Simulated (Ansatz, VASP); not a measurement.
**Two plane-wave programs on Pb**

```
CELL_PARAMETERS angstrom
0.00000 3.56976 3.56976
3.56976 0.00000 3.56976
3.56976 3.56976 0.00000
ATOMIC_POSITIONS crystal
Pb 0.12500 0.12500 0.12500
Pb 0.87500 0.87500 0.87500
```

Alike in both runs: task single point; functional revPBE; k mesh 9 × 9 × 9; occupations fermi-dirac, width 0.1 eV; no spin polarisation.

```csv
,VASP,Ansatz
version,VASP 6.6.1,Ansatz 0.2.0
potentials or method,"VASP PAW PBE potentials, release 64 (Pb_d), cutoff 520 eV","plane waves (420 eV) with PAW, scalar-relativistic"
valence electrons in the cell,28,28
```

VASP gave:

| Property | Result |
| --- | --- |
| pressure (GPa) | -0.1 |

Estimate Ansatz's values.

pressure (GPa): 0.0.

VASP's potentials were made for PBE, not for revPBE.

Neither program's run includes spin-orbit coupling.
